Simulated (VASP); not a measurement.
# InB2As3 (P4/mmm) in VASP: a series of runs, part 2 of 2

VASP 6.6.1. The steps go on from the part before.

## 4. Relaxation of cell and atoms, PBE

This run uses another cell than the first one, of 21.76 Å³/atom, 1.273 times its volume.

INCAR

```
SYSTEM = InB2As3
PREC = Accurate
ENCUT = 600
EDIFF = 1E-7
ISMEAR = 0
SIGMA = 0.1
LREAL = .False.
LASPH = .True.
NELM = 80
ALGO = Normal
ISIF = 3
LWAVE = .False.
LCHARG = .False.
GGA = PE
IBRION = 2
NSW = 90
EDIFFG = -0.04
```

KPOINTS

```
Automatic mesh
0
Gamma
  4 4 4
  0 0 0
```

POSCAR

```
InB2As3
1.0
    4.7895939900      0.0000000000      0.0000000000
    0.0000000000      4.7895939900      0.0000000000
    0.0000000000      0.0000000000      5.6905181400
In B As
1 2 3
Direct
    0.0000000000      0.0000000000      0.5000000000
    0.5000000000      0.5000000000      0.3539050100
    0.5000000000      0.5000000000      0.6460949900
    0.0000000000      0.0000000000      0.8256735300
    0.0000000000      0.0000000000      0.1743264700
    0.5000000000      0.5000000000      0.0000000000
```

The run is started by

```sh
$ cat potpaw_PBE.64/In_d/POTCAR potpaw_PBE.64/B/POTCAR potpaw_PBE.64/As/POTCAR > POTCAR
$ mpirun -np 1 vasp_std > vasp.out
```

Wall time 17 min (1 thread of Intel Xeon 6975P-C (Granite Rapids), shared host); peak memory 0.34 GiB.

Results (log left out):

- Free energy: -23.9705 eV
- Relaxed volume: 17.03 Å³/atom
- Relaxed cell: a = 3.412 Å, b = 3.412 Å, c = 8.779 Å, α = 90.00°, β = 90.00°, γ = 90.00°
- Space group after relaxing (to 0.05 Å): P4/mmm (No. 123)
- Energy gained by relaxing: 2216.2 meV/atom
- Ionic steps: 46
- Pressure after relaxing: -0.1 GPa
- Largest force after relaxing: 0.016 eV/Å
- Band gap on the k mesh: zero (band 17 reaches 7.16 eV, above the bottom of band 18 at 4.04 eV)

Forces in eV/Å, atoms in the order of the input:
```
In   0.000  0.000  0.000
B    0.000  0.000 -0.016
B    0.000  0.000  0.016
As   0.000  0.000  0.005
As   0.000  0.000 -0.005
As   0.000  0.000  0.000
```

Stress tensor (GPa, compression positive):
```
-0.11  0.00  0.00
 0.00 -0.11  0.00
 0.00  0.00  0.01
```

The path:
| step | energy change (eV) | largest force (eV/Å) | pressure (GPa) | volume (Å³) |
| --- | --- | --- | --- | --- |
| 1 | 0.0000 | 16.0842 | 33.28 | 130.54 |
| 3 | 14.6913 | 102.5213 | 58.72 | 137.40 |
| 5 | 11.2793 | 84.2631 | 58.27 | 132.29 |
| 7 | 10.6286 | 79.8808 | 57.80 | 130.98 |
| 9 | 10.4787 | 78.7905 | 57.73 | 130.65 |
| 11 | 10.4421 | 78.5182 | 57.71 | 130.57 |
| 13 | 10.4330 | 78.4503 | 57.71 | 130.55 |
| 15 | 10.4307 | 78.4330 | 57.71 | 130.54 |
| 17 | 10.4302 | 78.4286 | 57.71 | 130.54 |
| 19 | 10.4300 | 78.4276 | 57.71 | 130.54 |
| 21 | -4.6709 | 3.0435 | 16.80 | 138.35 |
| 23 | -4.7377 | 6.2387 | 15.17 | 139.48 |
| 25 | -8.0086 | 1.5808 | 1.80 | 153.58 |
| 27 | -8.5314 | 1.5787 | -5.74 | 168.56 |
| 29 | -8.7887 | 1.5661 | -4.71 | 161.60 |
| 31 | -10.2470 | 1.6955 | -8.45 | 144.16 |
| 33 | -6.2122 | 11.8778 | 72.31 | 73.49 |
| 35 | -12.7862 | 3.4244 | 10.26 | 93.72 |
| 37 | -13.1249 | 1.8751 | 3.61 | 98.98 |
| 39 | -13.1093 | 0.7927 | 0.24 | 99.95 |
| 41 | -13.2749 | 0.3846 | 0.27 | 101.09 |
| 43 | -13.2948 | 0.1497 | 0.76 | 101.24 |
| 45 | -13.2969 | 0.0639 | 0.13 | 101.83 |
| 46 | -13.2971 | 0.0160 | -0.07 | 102.19 |

Final structure:
```
In B As
1.0
     3.41175    0.00000    0.00000
     0.00000    3.41175    0.00000
     0.00000    0.00000    8.77926
In B As
1 2 3
Direct
  0.00000 0.00000 0.50000
  0.50000 0.50000 0.40905
  0.50000 0.50000 0.59095
  0.00000 0.00000 0.82201
  0.00000 0.00000 0.17799
  0.50000 0.50000 0.00000
```

Levels at points of the mesh, in eV from the Fermi level:
```
           k point  band 14  band 15  band 16  band 17  band 18  band 19  band 20  band 21
(0.00, 0.00, 0.00)    -1.06    -1.06    -0.61     0.86     0.86     1.20     1.87     3.53
(0.50, 0.00, 0.00)    -2.27    -1.86     0.63     0.95     1.05     1.67     1.98     2.71
(0.50, 0.50, 0.00)    -3.99    -2.89    -2.89    -2.72    -0.38    -0.34     0.03     0.40
(0.00, 0.00, 0.50)    -1.50    -1.50     0.17     0.26     1.39     1.39     1.95     3.52
(0.50, 0.00, 0.50)    -0.05     0.47     0.60     0.69     0.97     1.02     1.11     1.85
(0.50, 0.50, 0.50)    -2.94    -2.84    -2.15    -2.15    -2.06    -1.88     0.23     0.23
```

Caveat: the volume moved by over 15 % at a fixed basis, so the end points are rough; spin-orbit coupling is left out, which moves the levels of the heavy elements.

## 5. Relaxation of cell and atoms, PBE

This run uses another cell than the first one, of the same volume but with other edges.

INCAR

```
ALGO = Normal
EDIFF = 1E-6
EDIFFG = -0.01
ENCUT = 600
GGA = PE
IBRION = 2
ISIF = 3
ISMEAR = 0
LASPH = T
LCHARG = F
LREAL = F
LWAVE = F
NELM = 100
NSW = 100
PREC = Accurate
SIGMA = 0.1
```

KPOINTS

```
k-points
0
Gamma
  10 10 6
```

POSCAR

```
InB2As3
1.0
    3.4915774067      0.0000000000      0.0000000000
    0.0000000000      3.4915774067      0.0000000000
    0.0000000000      0.0000000000      8.4182265841
In B As
1 2 3
Direct
    0.0000000000      0.0000000000      0.5000000000
    0.5000000000      0.5000000000      0.4049231245
    0.5000000000      0.5000000000      0.5950768755
    0.0000000000      0.0000000000      0.8288565433
    0.0000000000      0.0000000000      0.1711434567
    0.5000000000      0.5000000000      0.0000000000
```

The run is started by

```sh
$ cat potpaw_PBE.64/In_d/POTCAR potpaw_PBE.64/B/POTCAR potpaw_PBE.64/As/POTCAR > POTCAR
$ mpirun -np 1 vasp_std > vasp.out
```

Wall time 9 min (1 thread of Intel Xeon 6975P-C (Granite Rapids), shared host); peak memory 0.4 GiB.

Results (log left out):

| Item | Value |
| --- | --- |
| Free energy | -23.9079 eV |
| Energy gained by relaxing | 3.9 meV/atom |
| Ionic steps | 12 |
| Pressure after relaxing | 0.0 GPa |
| Band gap on the k mesh | zero (band 17 reaches 6.94 eV, above the bottom of band 18 at 3.94 eV) |

Forces in eV/Å, atoms in the order of the input:
```
In   0.000  0.000  0.000
B    0.000  0.000  0.001
B    0.000  0.000 -0.001
As   0.000  0.000  0.002
As   0.000  0.000 -0.002
As   0.000  0.000  0.000
```

Step by step:
```tsv
step	energy change (eV)	largest force (eV/Å)	pressure (GPa)	volume (Å³)
1	0.0000	0.0302	0.17	102.63
2	-0.0124	0.2865	-0.29	102.90
3	-0.0137	0.4063	-0.49	103.02
4	-0.0208	0.1575	-0.05	102.73
5	-0.0216	0.0945	0.17	102.59
6	-0.0223	0.0725	0.05	102.76
7	-0.0224	0.0815	-0.21	103.14
8	-0.0226	0.0453	-0.12	102.98
9	-0.0229	0.0284	-0.14	102.93
10	-0.0231	0.0439	-0.18	102.85
11	-0.0233	0.0124	0.05	102.57
12	-0.0233	0.0023	-0.01	102.64
```

Final structure:
```
In B As
1.0
     3.45064    0.00000    0.00000
     0.00000    3.45064    0.00000
     0.00000    0.00000    8.61998
In B As
1 2 3
Direct
  0.00000 0.00000 0.50000
  0.50000 0.50000 0.40705
  0.50000 0.50000 0.59295
  0.00000 0.00000 0.82694
  0.00000 0.00000 0.17306
  0.50000 0.50000 0.00000
```

Levels at points of the mesh, in eV from the Fermi level:
```tsv
k point	band 14	band 15	band 16	band 17	band 18	band 19	band 20	band 21
(0.00, 0.00, 0.00)	-1.05	-1.05	-0.61	0.78	0.78	1.09	1.76	3.61
(0.50, 0.00, 0.00)	-2.00	-1.69	0.55	0.62	0.90	1.66	1.86	2.38
(0.50, 0.50, 0.00)	-4.09	-2.82	-2.82	-2.78	-0.26	-0.13	0.08	0.41
(0.00, 0.00, 0.50)	-1.43	-1.43	0.06	0.07	1.34	1.34	1.97	3.56
(0.50, 0.00, 0.50)	0.16	0.64	0.67	0.68	0.70	0.73	1.45	1.73
(0.50, 0.50, 0.50)	-3.00	-2.85	-2.02	-2.01	-2.01	-1.95	0.43	0.43
```

Caveat: spin-orbit coupling is left out, which moves the levels of the heavy elements.

## 6. Summary

| task | cell | k mesh | cutoff (eV) | gap on the mesh (eV) | pressure (GPa) | relaxed volume (Å³/atom) | largest force (eV/Å) |
| --- | --- | --- | --- | --- | --- | --- | --- |
| single point | a = 3.450, b = 3.450, c = 8.619 Å, 6 atoms | 10 × 10 × 6 | 520 | none | 0.1 | - | 0.02 |
| relaxation of cell and atoms | relaxed from a = 3.408, b = 3.408, c = 8.776 Å, 6 atoms | 6 × 6 × 2 | 600 | none | 0.1 | 17.11 | 0.03 |
| relaxation of cell and atoms | relaxed from a = 4.790, b = 4.790, c = 5.691 Å, 6 atoms | 4 × 4 × 4 | 600 | none | -0.1 | 17.03 | 0.02 |
| relaxation of cell and atoms | relaxed from a = 3.492, b = 3.492, c = 8.418 Å, 6 atoms | 10 × 10 × 6 | 600 | none | 0.0 | 17.11 | - |

Alike in all rows: level PBE; potentials or basis VASP PAW PBE potentials, release 64 (In_d, B, As); no spin polarisation; smearing gaussian 0.1 eV.

Caveats: spin-orbit coupling is left out, which moves the levels of the heavy elements; the volume moved by over 15 % at a fixed basis, so the end points are rough (some runs).

Total energies depend on the potentials used, so only differences within one code and one set of settings carry meaning.
